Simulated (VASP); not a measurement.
Set up this calculation in VASP 6.6.1, as the native input.

| Item | Value |
| --- | --- |
| Task | single point |
| Functional | PBE |
| Potentials or basis | VASP PAW PBE potentials, release 64 (Pd) |
| Cutoff | 520 eV |
| k mesh | 15 × 15 × 8 |
| Occupations | fermi-dirac, width 0.08 eV |
| Spin | no spin polarisation |
| Dipole correction | no |
| Further INCAR settings | ALGO = Normal; EDIFF = 1e-06; NBANDS = 17 |

The structure of Pd lies in POSCAR:

```
Pd
1.0
    2.7925160338      0.0000000000      0.0000000000
   -1.3962580169      2.4183898257      0.0000000000
    0.0000000000      0.0000000000      4.6569462692
Pd
2
Direct
    0.3333333333      0.6666666667      0.2500000000
    0.6666666667      0.3333333333      0.7500000000
```

This cell differs from its parent crystal: volume scaled by 1.02.

These files were run (other wordings do the same):

INCAR

```
SYSTEM = Pd
ALGO = Normal
EDIFF = 1E-6
ENCUT = 520
GGA = PE
ISIF = 2
ISMEAR = -1
LASPH = .TRUE.
LCHARG = .FALSE.
LREAL = .FALSE.
LWAVE = .FALSE.
NBANDS = 17
NELM = 60
PREC = Accurate
SIGMA = 0.08
```

KPOINTS

```
k-points
0
G
  15 15 8
  0 0 0
```

Potentials or basis: VASP PAW PBE potentials, release 64 (Pd).

The run is started by

```sh
$ cat potpaw_PBE.64/Pd/POTCAR > POTCAR
$ mpirun -np 1 vasp_std > vasp.out
```

It gave:

```
Pressure               : -3.4 GPa
Band gap on the k mesh : zero (band 10 reaches 8.91 eV, above the bottom of band 11 at 8.10 eV)
```

Run time: 57 s on 1 thread of Intel(R) Xeon(R) Platinum 8488C (Sapphire Rapids), with other jobs on the host, peak memory 0.19 GiB.
